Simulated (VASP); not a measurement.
A run of VASP 6.6.1 is set up as follows.

INCAR

```
SYSTEM = Al4N5
ALGO     = Normal         ! electronic algorithm
DIPOL    = 0.5 0.5 0.319
EDIFF    = 1E-6           ! SCF threshold, eV
ENCUT    = 520            ! plane-wave cutoff, eV
GGA      = PE             ! functional
GGA_COMPAT= .FALSE.      
IDIPOL   = 3            
ISIF     = 2              ! what is computed and relaxed
ISMEAR   = 0              ! smearing method
ISPIN    = 2              ! spin polarisation
LASPH    = .TRUE.         ! aspherical terms in the spheres
LCHARG   = .FALSE.        ! write CHGCAR
LDIPOL   = .TRUE.       
LORBIT   = 11             ! projections on sites
LREAL    = .FALSE.        ! projectors in reciprocal space
LWAVE    = .FALSE.        ! write WAVECAR
MAGMOM   = 0 0 0 0 0 0 0 0 3 ! initial moments
NBANDS   = 32             ! bands
NELM     = 200            ! most SCF steps
NELMDL   = -8           
PREC     = Accurate       ! precision mode
SIGMA    = 0.05           ! smearing width, eV
```

Contents of KPOINTS:

```
k-points
0
G
  9 6 1
  0 0 0
```

The input POSCAR:

```
Al4N5
1.0
    3.1297683445      0.0000000000      0.0000000000
    0.0000000000      5.0173032419      0.0000000000
    0.0000000000      0.0000000000     19.0620320396
Al N
4 5
Direct
    0.0000000000      0.9982714950      0.2098412169
    0.5000000000      0.4982714950      0.2572383830
    0.5000000000      0.9915197257      0.3577010219
    0.0000000000      0.4624332462      0.3868097530
    0.0000000000      0.6167285050      0.2098412169
    0.5000000000      0.1167285050      0.2572383830
    0.5000000000      0.6143669392      0.3564124135
    0.0000000000      0.1112303975      0.3967065014
    0.3333333333      0.7778970642      0.4353580069
```

Potentials or basis: VASP PAW PBE potentials, release 64 (Al, N).

Command:

```bash
$ cat potpaw_PBE.64/Al/POTCAR potpaw_PBE.64/N/POTCAR > POTCAR
$ mpirun -np 1 vasp_std > vasp.out
```

Problem. Estimate the site moments.

Solution. Al +0.00, -0.00, +0.02 (each value once); N +0.00, +0.01, +0.04, +0.14, +0.46 μB.

Problem. Predict the band gap on the k mesh.

Solution. 0.20 eV (least direct gap 0.45 eV).

Forces in eV/Å, atoms in the order of the input:
```
Al  -0.017 -1.559  2.188
Al  -0.145  0.696 -2.310
Al   0.535  0.913  0.087
Al   0.354  1.181  2.722
N   -0.045  0.681  0.927
N    0.054  0.210 -1.056
N    0.549 -0.242 -1.274
N   -0.466  0.910 -1.318
N   -0.821 -2.789  0.033
```
